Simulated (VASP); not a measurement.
The system is CsI.

```
Cs I
1.0
     4.60808    0.00000    0.00000
     0.00000    4.60808    0.00000
     0.00000    0.00000    4.60808
Cs I
1 1
Direct
  0.00000 0.00000 0.00000
  0.50000 0.50000 0.50000
```

Base run:

```yaml
Program: VASP 6.6.1
Functional: PBE-based screened hybrid
Potentials_or_basis: VASP PAW PBE potentials, release 64 (Cs_sv, I)
Cutoff: 400 eV
k_mesh: 4 × 4 × 4
Occupations: gaussian, width 0.01 eV
Spin: no spin polarisation
```

Its results: band gap on the k mesh 4.55 eV, indirect (least direct gap 4.64 eV); pressure 0.1 GPa.

Task: The run is repeated on the same cell with these changes: functional from PBE-based screened hybrid to PBE; cutoff from 400 eV to 500 eV; k mesh from 4 × 4 × 4 to 2 × 2 × 2. What comes out?

Result: Band gap on the k mesh 3.73 eV, indirect (least direct gap 3.82 eV); pressure 1.3 GPa.

Several settings changed at once, so the effect can't be laid on one alone.

Caveats: some runs use coarse meshes; spin-orbit coupling is left out, which moves the levels of the heavy elements; the PAW data sets were made with another functional, which shifts forces and pressure a little (some runs).

A k mesh can miss the band edges.
